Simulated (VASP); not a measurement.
Wanted: the native input for a VASP 6.6.1 run.

| Item | Value |
| --- | --- |
| Task | relaxation of cell and atoms |
| Functional | PBE |
| Potentials or basis | VASP PAW PBE potentials, release 64 (K_sv) |
| Cutoff | 600 eV |
| k mesh | 8 × 8 × 8 |
| Occupations | fermi-dirac, width 0.05 eV |
| Spin | no spin polarisation |
| Target pressure | 2.5 GPa |
| Dipole correction | no |
| Further INCAR settings | ALGO = Normal; EDIFF = 1e-07; IBRION = 2; EDIFFG = -0.005; NSW = 60; ISIF = 3 |

The structure of K lies in POSCAR:

```
K
1.0
    0.0000000000      3.8616251267      3.8616251267
    3.8616251267      0.0000000000      3.8616251267
    3.8616251267      3.8616251267      0.0000000000
K
2
Direct
   -0.1250000000     -0.1250000000     -0.1250000000
    0.1250000000      0.1250000000      0.1250000000
```

These files were run (other wordings do the same):

INCAR

```
PREC = Accurate
ENCUT = 600
EDIFF = 1E-7
ISMEAR = -1
SIGMA = 0.05
LREAL = False
LASPH = True
NELM = 80
ALGO = Normal
ISIF = 3
LWAVE = False
LCHARG = False
GGA = PE
IBRION = 2
NSW = 60
EDIFFG = -0.005
PSTRESS = 25.0
```

KPOINTS

```
Automatic mesh
0
Gamma
  8 8 8
```

Potentials or basis: VASP PAW PBE potentials, release 64 (K_sv).

The run is started by

```bash
$ cat potpaw_PBE.64/K_sv/POTCAR > POTCAR
$ mpirun -np 1 vasp_std > vasp.out
```

It gave:

| Quantity | Value |
| --- | --- |
| Relaxed volume | 56.17 Å³/atom |
| Relaxed cell | a = 5.416 Å, b = 5.416 Å, c = 5.416 Å, α = 60.00°, β = 60.00°, γ = 60.00° |
| Space group after relaxing (to 0.05 Å) | Fd-3m (No. 227) |
| Energy change on relaxing (the enthalpy is what falls) | +21.3 meV/atom |
| Ionic steps | 3 |
| Pressure after relaxing | 2.5 GPa |
| Band gap on the k mesh | zero (band 9 reaches 0.96 eV, above the bottom of band 10 at 0.28 eV) |

Caveat: the cell is relaxed towards a set pressure, so the enthalpy falls and the energy may rise.

It took 3.3 min on 1 thread of Oxide Virtual Turin-like Processor, with other jobs on the host, peak memory 0.31 GiB.
